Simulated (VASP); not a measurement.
Set up this calculation in VASP 6.6.1, as the native input.

```
Task                   : single point
Functional             : PBE
Potentials or basis    : VASP PAW PBE potentials, release 64 (Cd, Se)
Cutoff                 : 520 eV
k mesh                 : 6 × 6 × 6
Occupations            : gaussian, width 0.01 eV
Spin                   : no spin polarisation
Dipole correction      : no
Further INCAR settings : ALGO = Normal; EDIFF = 1e-07; NBANDS = 16
```

The structure of CdSe lies in POSCAR:

```
CdSe
1.0
    0.0000000000      3.0392560411      3.0392560411
    3.0392560411      0.0000000000      3.0392560411
    3.0392560411      3.0392560411      0.0000000000
Cd Se
1 1
Direct
    0.0000000000      0.0000000000      0.0000000000
    0.7500000000      0.7500000000      0.7500000000
```

These files were run (other wordings do the same):

INCAR

```
ALGO = Normal
EDIFF = 1E-7
ENCUT = 520
GGA = PE
ISIF = 2
ISMEAR = 0
LASPH = T
LCHARG = T
LELF = T
LREAL = F
LVHAR = T
LWAVE = F
NBANDS = 16
NELM = 100
PREC = Accurate
SIGMA = 0.01
```

KPOINTS

```
k-points
0
Gamma
  6 6 6
```

Potentials or basis: VASP PAW PBE potentials, release 64 (Cd, Se).

The run is started by

```console
$ cat potpaw_PBE.64/Cd/POTCAR potpaw_PBE.64/Se/POTCAR > POTCAR
$ mpirun -np 1 vasp_std > vasp.out
```

It gave:

- Pressure: 3.3 GPa
- Band gap on the k mesh: 0.61 eV, direct

Run time: 13 s on 1 thread of AMD EPYC 7R13 Processor (Zen 3), with other jobs on the host, peak memory 0.15 GiB.
